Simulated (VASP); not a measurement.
# Ge in VASP: further runs, part 2 of 2

VASP 6.6.1. The steps go on from the part before.

**4. Single point, PBE**

The input, INCAR:

```
ALGO = Normal
DIPOL = 0.5 0.5 0.310
EDIFF = 1E-6
ENCUT = 520
GGA = PE
IDIPOL = 3
ISIF = 2
ISMEAR = 0
LASPH = T
LCHARG = F
LDIPOL = T
LREAL = F
LWAVE = F
NBANDS = 36
NELM = 100
PREC = Accurate
SIGMA = 0.1
```

The input, KPOINTS:

```
k-points
0
Gamma
  12 12 1
```

The input, POSCAR:

```
Ge
1.0
    5.3391057022     -0.0000002641      0.0000000000
   -2.6695526224      4.6238013037      0.0000000000
    0.0000000000      0.0000000000     24.4630834000
Ge
4
Direct
    0.5000000000      0.0000000000      0.2979263766
    0.0000000000      0.5000000000      0.2979263766
    0.5000000000      0.5000000000      0.2979263766
    0.0000000000      0.0000000000      0.3461112474
```

Potentials or basis: VASP PAW PBE potentials, release 64 (Ge_d).

Started as:

```bash
$ cat potpaw_PBE.64/Ge_d/POTCAR > POTCAR
$ mpirun -np 1 vasp_std > vasp.out
```

OUTCAR:

```text
EDIFF = 1E-6
   ENCUT = 520
   GGA = PE
   ISIF = 2
   ISMEAR = 0
   LASPH = T
   LREAL = F
   NELM = 100
   PREC = Accurate

 ion  position               nearest neighbor table
   1  0.500  0.000  0.298-   2 2.67   2 2.67   3 2.67   3 2.67   4 2.92   4 2.92
   2  0.000  0.500  0.298-   3 2.67   3 2.67   1 2.67   1 2.67   4 2.92   4 2.92
   3  0.500  0.500  0.298-   2 2.67   2 2.67   1 2.67   1 2.67   4 2.92   4 2.92
   4  0.000  0.000  0.346-   1 2.92   1 2.92   3 2.92   3 2.92   2 2.92   2 2.92

  LATTYP: Found a hexagonal cell.
 ALAT       =     5.3391057022
 C/A-ratio  =     4.5818690928

  Lattice vectors:

 A1 = (   5.3391057022,  -0.0000002641,   0.0000000000)
 A2 = (  -2.6695526224,   4.6238013037,   0.0000000000)
 A3 = (   0.0000000000,   0.0000000000,  24.4630834000)

Analysis of symmetry for initial positions (statically):
=====================================================================
 Subroutine PRICEL returns:
 Original cell was already a primitive cell.

 Routine SETGRP: Setting up the symmetry group for a
 hexagonal supercell.

 Subroutine GETGRP returns: Found 12 space group operations
 (whereof 12 operations were pure point group operations)
 out of a pool of 24 trial point group operations.

The static configuration has the point symmetry C_6v.

Analysis of symmetry for dynamics (positions and initial velocities):
=====================================================================
 Subroutine PRICEL returns:
 Original cell was already a primitive cell.

 Routine SETGRP: Setting up the symmetry group for a
 hexagonal supercell.

 Subroutine GETGRP returns: Found 12 space group operations
 (whereof 12 operations were pure point group operations)
 out of a pool of 24 trial point group operations.

The dynamic configuration has the point symmetry C_6v.

 Subroutine INISYM returns: Found 12 space group operations
 (whereof 12 operations are pure point group operations),
 and found     1 'primitive' translations

----------------------------------------------------------------------------------------

                                     Primitive cell

  volume of cell :     603.9192

  direct lattice vectors                    reciprocal lattice vectors
     5.339105702 -0.000000264  0.000000000     0.187297290  0.108136128  0.000000000
    -2.669552622  4.623801304  0.000000000     0.000000011  0.216272275  0.000000000
     0.000000000  0.000000000 24.463083400     0.000000000  0.000000000  0.040877921

  length of vectors
     5.339105702  5.339105702 24.463083400     0.216272275  0.216272275  0.040877921

  position of ions in fractional coordinates (direct lattice)
     0.500000000  0.000000000  0.297926377
     0.000000000  0.500000000  0.297926377
     0.500000000  0.500000000  0.297926377
     0.000000000  0.000000000  0.346111247

  ion indices of the primitive-cell ions
   primitive index   ion index
                 1           1
                 2           2
                 3           3
                 4           4

----------------------------------------------------------------------------------------

 KPOINTS: k-points

[... 26 lines left out ...]
  0.166667  0.000000  0.000000      6.000000
  0.250000  0.000000  0.000000      6.000000
  0.333333 -0.000000  0.000000      6.000000
  0.416667 -0.000000  0.000000      6.000000
[... 11 lines left out ...]
  0.333333  0.250000  0.000000     12.000000
  0.333333  0.333333  0.000000      2.000000
   k-points           NKPTS =     19   k-points in BZ     NKDIM =     19   number of bands    NBANDS=     36
   number of dos      NEDOS =    301   number of ions     NIONS =      4
   total plane-waves  NPLWV = 307200
   dimension x,y,z NGX =    40 NGY =   40 NGZ =  192
   dimension x,y,z NGXF=    80 NGYF=   80 NGZF=  384
   ions per type =               4
   NGX,Y,Z   is equivalent  to a cutoff of  12.45, 12.45, 13.05 a.u.
   NGXF,Y,Z  is equivalent  to a cutoff of  24.91, 24.91, 26.10 a.u.
 SYSTEM =  unknown system
   PREC   = accura    normal or accurate (medium, high low for compatibility)
   ISTART =      0    job   : 0-new  1-cont  2-samecut
   ICHARG =      2    charge: 1-file 2-atom 10-const
   ISPIN  =      1    spin polarized calculation?
   LNONCOLLINEAR =      F non collinear calculations
   LSORBIT =      F    spin-orbit coupling
   LASPH  =      T    aspherical Exc in radial PAW
   ENCUT  =  520.0 eV  38.22 Ry    6.18 a.u.   9.93  9.93 45.49*2*pi/ulx,y,z
   NELM   =    100;   NELMIN=  2; NELMDL= -5     # of ELM steps
   EDIFF  = 0.1E-05   stopping-criterion for ELM
   LREAL  =      F    real-space projection
   EDIFFG = 0.1E-04   stopping-criterion for IOM
   NSW    =      0    number of steps for IOM
   IBRION =     -1    ionic relax: 0-MD 1-quasi-New 2-CG
   NFREE  =      0    steps in history (QN), initial steepest desc. (CG)
   ISIF   =      2    stress and relaxation
   ISYM   =      2    0-nonsym 1-usesym 2-fastsym
   POTIM  = 0.5000    time-step for ionic-motion
   TEBEG  =    0.0;   TEEND  =   0.0 temperature during run
   PSTRESS=    0.0 pullay stress
   NELECT =      56.0000    total number of electrons
   NUPDOWN=      -1.0000    fix difference up-down
   EMIN   =  10.00;   EMAX   =-10.00  energy-range for DOS
   EFERMI =   0.00;   METHOD = LEGACY
   ISMEAR =     0;   SIGMA  =   0.10  broadening in eV -4-tet -1-fermi 0-gaus
   EFERMI_NEDOS =   21; number of points for ismear=-14 and -15
   IALGO  =     38    algorithm
   IMIX   =      4    mixing-type and parameters
     AMIX     =   0.40;   BMIX     =  1.00
     AMIX_MAG =   1.60;   BMIX_MAG =  1.00
  volume/ion in A,a.u.               =     150.98      1018.86
  Fermi-wavevector in a.u.,A,eV,Ry     =   0.740988  1.400264  7.470460  0.549063
  Thomas-Fermi vector in A             =   1.835522
   LORBIT       =      0    0 simple, 1 ext, 2 COOP (PROOUT), +10 PAW based schemes
   GGA     = PE    functional components
   LHFCALC =     F    Hartree Fock is set to
   AEXX    =    0.0000 exact exchange contribution
   IVDW    =     0    specifies the selected vdW correction
   LEPSILON=     F    determine dielectric tensor
   LRPA    =     F    only Hartree local field effects (RPA)
 non-spin polarized calculation
 Gauss-broadening in eV      SIGMA  =   0.10
  energy-cutoff  :      520.00
  volume of cell :      603.92
 maximum number of plane-waves:     16300
 NGX is ok and might be reduce to    40
   NGX = 19   NGY = 19   NGZ = 91

 number of electron      56.0000042 magnetization

 dipolmoment           0.000000      0.000000     -0.025898 electrons x Angstroem

 Free energy of the ion-electron system (eV)
  ---------------------------------------------------
  ext. energy  EPLUGINS =         0.00000000
  ---------------------------------------------------
  free energy    TOTEN  =       -15.19141899 eV

  energy without entropy =      -15.17553097  energy(sigma->0) =      -15.18347498

 E-fermi :  -2.8152     XC(G=0):  -2.0744

 val. band max:       -2.8338066650   @ k =   0.3333   0.0833   0.0000
 cond. band min:      -2.7631630274   @ k =   0.1667   0.0000   0.0000
 fundamental gap:      0.0706436376
 Fermi energy:        -2.8152257511

 k-point     1 :       0.0000    0.0000    0.0000
  band No.  band energies     occupation
      1     -27.7528      2.00000
      2     -27.7485      2.00000
      3     -27.7485      2.00000
      4     -27.7332      2.00000
      5     -27.7332      2.00000
      6     -27.6852      2.00000
[... 730 lines left out ...]
     35       1.5145      0.00000
     36       2.2107      0.00000

------------------------ aborting loop because EDIFF is reached ----------------------------------------

 vacuum level on the upper side and lower side of the slab       (xc-potential included)        -0.099         0.087

  FORCE on cell =-STRESS in cart. coord.  units (eV):
  Direction    XX          YY          ZZ          XY          YZ          ZX
  --------------------------------------------------------------------------------------
  -------------------------------------------------------------------------------------
  Total        0.1645520      0.1645520     -0.1561247     -0.0000000      0.0000000     -0.0000000
  in kB        0.4365509      0.4365509     -0.4141937     -0.0000000      0.0000000     -0.0000000
  external PRESSURE =       0.1529694 kB  Pullay stress =       0.0000000 kB

 VOLUME and BASIS-vectors are now :
 -----------------------------------------------------------------------------
  energy-cutoff  :      520.00
  volume of cell :      603.92
      direct lattice vectors                 reciprocal lattice vectors
     5.339105702 -0.000000264  0.000000000     0.187297290  0.108136128  0.000000000
    -2.669552622  4.623801304  0.000000000     0.000000011  0.216272275  0.000000000
     0.000000000  0.000000000 24.463083400     0.000000000  0.000000000  0.040877921

 POSITION                                       TOTAL-FORCE (eV/Angst)
 -----------------------------------------------------------------------------------
      2.66955     -0.00000      7.28820         0.000000      0.000000      0.036479
     -1.33478      2.31190      7.28820        -0.000000      0.000000      0.036479
      1.33478      2.31190      7.28820         0.000000      0.000000      0.036479
      0.00000      0.00000      8.46695        -0.000000     -0.000000     -0.109438
 -----------------------------------------------------------------------------------
    total drift:                               -0.000001     -0.000001      0.002595

  FREE ENERGIE OF THE ION-ELECTRON SYSTEM (eV)
  ---------------------------------------------------
  free  energy   TOTEN  =       -15.1914189924 eV

  energy  without entropy=      -15.1755309657  energy(sigma->0) =      -15.18347498

 vacuum level on the upper side and lower side of the slab         1.294         1.484
```

stdout:

```text
POSCAR found type information on POSCAR Ge
 POSCAR found :  1 types and       4 ions
 scaLAPACK will be used
 LDA part: xc-table for (Slater+PW92), standard interpolation
 POSCAR, INCAR and KPOINTS ok, starting setup
 FFT: planning ... GRIDC
 FFT: planning ... GRID_SOFT
 FFT: planning ... GRID
 WAVECAR not read
 entering main loop
```

Run time: 6.4 min. Hardware: 1 thread of Intel Xeon 6975P-C (Granite Rapids), shared host; peak memory 0.75 GiB.

Results:

```yaml
Free_energy: -15.1914 eV
Largest_force: 0.109 eV/Å
Band_gap_on_the_k_mesh: zero (bands 28 and 29 overlap by 1.16 eV)
```

Forces on the atoms (eV/Å):
```
Ge   0.000  0.000  0.036
Ge   0.000  0.000  0.036
Ge   0.000  0.000  0.036
Ge   0.000  0.000 -0.109
```

Levels at points of the mesh, in eV from the Fermi level:
```tsv
k point	band 24	band 25	band 26	band 27	band 28	band 29	band 30	band 31	band 32	band 33
(0.00, 0.00, 0.00)	-5.59	-4.78	-3.74	-3.74	-2.02	0.10	2.13	2.13	2.84	2.84
(0.50, 0.00, 0.00)	-6.60	-2.69	-2.20	-0.40	0.06	0.91	1.24	1.47	1.76	3.33
```

**5. Single point, PBE**

This run uses another cell than the first one.

The input, INCAR:

```
ALGO     = Normal         # electronic algorithm
DIPOL    = 0.5 0.5 0.290
EDIFF    = 1E-7           # SCF threshold, eV
ENCUT    = 520            # plane-wave cutoff, eV
GGA      = PE             # functional
IDIPOL   = 3            
ISIF     = 2              # what is computed and relaxed
ISMEAR   = 0              # smearing method
LASPH    = True           # aspherical terms in the spheres
LCHARG   = False          # write CHGCAR
LDIPOL   = True         
LREAL    = False          # projectors in reciprocal space
LWAVE    = False          # write WAVECAR
NBANDS   = 36             # bands
NELM     = 60             # most SCF steps
PREC     = Accurate       # precision mode
SIGMA    = 0.1            # smearing width, eV
```

KPOINTS is that of step 4.

The input, POSCAR:

```
Ge
1.0
    5.3805474443     -0.0000002661      0.0000000000
   -2.6902734917      4.6596909061      0.0000000000
    0.0000000000      0.0000000000     26.1575010260
Ge
4
Direct
    0.5000000000      0.0000000000      0.2800340647
    0.0000000000      0.5000000000      0.2800340647
    0.5000000000      0.5000000000      0.2800340647
    0.0000000000      0.0000000000      0.3194711793
```

Potentials or basis: VASP PAW PBE potentials, release 64 (Ge_d).

Started as:

```bash
$ cat potpaw_PBE.64/Ge_d/POTCAR > POTCAR
$ mpirun -np 1 vasp_std > vasp.out
```

OUTCAR:

```text
EDIFF = 1E-7
   ENCUT = 520
   GGA = PE
   ISIF = 2
   ISMEAR = 0
   LASPH = True
   LREAL = False
   NELM = 60
   PREC = Accurate

 ion  position               nearest neighbor table
   1  0.500  0.000  0.280-   3 2.69   3 2.69   2 2.69   2 2.69   4 2.88   4 2.88
   2  0.000  0.500  0.280-   3 2.69   3 2.69   1 2.69   1 2.69   4 2.88   4 2.88
   3  0.500  0.500  0.280-   2 2.69   2 2.69   1 2.69   1 2.69   4 2.88   4 2.88
   4  0.000  0.000  0.319-   1 2.88   1 2.88   2 2.88   2 2.88   3 2.88   3 2.88

  LATTYP: Found a hexagonal cell.
 ALAT       =     5.3805474443
 C/A-ratio  =     4.8614943548

  Lattice vectors:

 A1 = (   5.3805474443,  -0.0000002661,   0.0000000000)
 A2 = (  -2.6902734917,   4.6596909061,   0.0000000000)
 A3 = (   0.0000000000,   0.0000000000,  26.1575010260)

Analysis of symmetry for initial positions (statically):
=====================================================================
 Subroutine PRICEL returns:
 Original cell was already a primitive cell.

 Routine SETGRP: Setting up the symmetry group for a
 hexagonal supercell.

 Subroutine GETGRP returns: Found 12 space group operations
 (whereof 12 operations were pure point group operations)
 out of a pool of 24 trial point group operations.

The static configuration has the point symmetry C_6v.

Analysis of symmetry for dynamics (positions and initial velocities):
=====================================================================
 Subroutine PRICEL returns:
 Original cell was already a primitive cell.

 Routine SETGRP: Setting up the symmetry group for a
 hexagonal supercell.

 Subroutine GETGRP returns: Found 12 space group operations
 (whereof 12 operations were pure point group operations)
 out of a pool of 24 trial point group operations.

The dynamic configuration has the point symmetry C_6v.

 Subroutine INISYM returns: Found 12 space group operations
 (whereof 12 operations are pure point group operations),
[... 117 lines left out ...]
  Thomas-Fermi vector in A             =   1.810476
   LORBIT       =      0    0 simple, 1 ext, 2 COOP (PROOUT), +10 PAW based schemes
   GGA     = PE    functional components
   LHFCALC =     F    Hartree Fock is set to
   AEXX    =    0.0000 exact exchange contribution
   IVDW    =     0    specifies the selected vdW correction
   LEPSILON=     F    determine dielectric tensor
   LRPA    =     F    only Hartree local field effects (RPA)
 non-spin polarized calculation
 Gauss-broadening in eV      SIGMA  =   0.10
  energy-cutoff  :      520.00
  volume of cell :      655.81
 maximum number of plane-waves:     17722
   NGX = 21   NGY = 21   NGZ = 97

 number of electron      56.0000001 magnetization

 dipolmoment           0.000000      0.000000     -0.024941 electrons x Angstroem

 Free energy of the ion-electron system (eV)
  ---------------------------------------------------
  ext. energy  EPLUGINS =         0.00000000
  ---------------------------------------------------
  free energy    TOTEN  =       -15.20216798 eV

  energy without entropy =      -15.19491928  energy(sigma->0) =      -15.19854363

 E-fermi :  -3.0110     XC(G=0):  -1.9013

 val. band max:       -3.0962758848   @ k =   0.3333   0.0833   0.0000
 cond. band min:      -2.9789850163   @ k =   0.2500   0.0000   0.0000
 fundamental gap:      0.1172908685
 Fermi energy:        -3.0109993902

 k-point     1 :       0.0000    0.0000    0.0000
  band No.  band energies     occupation
      1     -27.8915      2.00000
      2     -27.8826      2.00000
      3     -27.8826      2.00000
      4     -27.8690      2.00000
      5     -27.8690      2.00000
      6     -27.8086      2.00000
[... 730 lines left out ...]
     35       1.3828      0.00000
     36       1.9453      0.00000

------------------------ aborting loop because EDIFF is reached ----------------------------------------

 vacuum level on the upper side and lower side of the slab       (xc-potential included)        -0.093         0.083

  FORCE on cell =-STRESS in cart. coord.  units (eV):
  Direction    XX          YY          ZZ          XY          YZ          ZX
  --------------------------------------------------------------------------------------
  -------------------------------------------------------------------------------------
  Total        0.0155154      0.0155154     -0.0201189      0.0000000      0.0000000      0.0000000
  in kB        0.0379048      0.0379048     -0.0491512      0.0000000      0.0000000      0.0000000
  external PRESSURE =       0.0088861 kB  Pullay stress =       0.0000000 kB

 VOLUME and BASIS-vectors are now :
 -----------------------------------------------------------------------------
  energy-cutoff  :      520.00
  volume of cell :      655.81
      direct lattice vectors                 reciprocal lattice vectors
     5.380547444 -0.000000266  0.000000000     0.185854700  0.107303249  0.000000000
    -2.690273492  4.659690906  0.000000000     0.000000011  0.214606515  0.000000000
     0.000000000  0.000000000 26.157501026     0.000000000  0.000000000  0.038229952

 POSITION                                       TOTAL-FORCE (eV/Angst)
 -----------------------------------------------------------------------------------
      2.69027     -0.00000      7.32499         0.000000      0.000000     -0.003462
     -1.34514      2.32985      7.32499        -0.000000      0.000000     -0.003462
      1.34514      2.32985      7.32499         0.000000     -0.000000     -0.003462
      0.00000      0.00000      8.35657        -0.000000     -0.000000      0.010385
 -----------------------------------------------------------------------------------
    total drift:                               -0.000001     -0.000001     -0.006622

  FREE ENERGIE OF THE ION-ELECTRON SYSTEM (eV)
  ---------------------------------------------------
  free  energy   TOTEN  =       -15.2021679759 eV

  energy  without entropy=      -15.1949192756  energy(sigma->0) =      -15.19854363

 vacuum level on the upper side and lower side of the slab         1.191         1.371
```

stdout:

```text
POSCAR found type information on POSCAR Ge
 POSCAR found :  1 types and       4 ions
 scaLAPACK will be used
 LDA part: xc-table for (Slater+PW92), standard interpolation
 POSCAR, INCAR and KPOINTS ok, starting setup
 FFT: planning ... GRIDC
 FFT: planning ... GRID_SOFT
 FFT: planning ... GRID
 WAVECAR not read
 entering main loop
```

Run time: 7.3 min. Hardware: 1 thread of Intel Xeon 6975P-C (Granite Rapids), shared host; peak memory 0.83 GiB.

What came out:

| Property | Result |
| --- | --- |
| Free energy | -15.2022 eV |
| Largest force | 0.010 eV/Å |
| Band gap on the k mesh | zero (bands 28 and 29 overlap by 1.25 eV) |

Forces in eV/Å, atoms in the order of the input:
```
Ge   0.000  0.000 -0.003
Ge   0.000  0.000 -0.003
Ge   0.000  0.000 -0.003
Ge   0.000  0.000  0.010
```

**6. Overview**

```tsv
cell	k mesh	gap on the mesh (eV)	largest force (eV/Å)
a = 5.339, b = 5.339, c = 24.463 Å, angles 90.0, 90.0, 120.0°, 4 atoms, atomic positions A	6 × 6 × 1	none	0.02
a = 5.402, b = 5.402, c = 24.463 Å, angles 90.0, 90.0, 120.0°, 4 atoms, atomic positions B	6 × 6 × 1	none	0.31
a = 5.339, b = 5.339, c = 24.463 Å, angles 90.0, 90.0, 120.0°, 4 atoms, atomic positions A	12 × 12 × 1	none	0.11
a = 5.381, b = 5.381, c = 26.158 Å, angles 90.0, 90.0, 120.0°, 4 atoms, atomic positions C	12 × 12 × 1	none	0.01
```

Alike in all rows: task single point; level PBE; potentials or basis VASP PAW PBE potentials, release 64 (Ge_d); no spin polarisation; cutoff (eV) 520; smearing gaussian 0.1 eV.

Absolute energies hang on the potentials; compare differences alone.
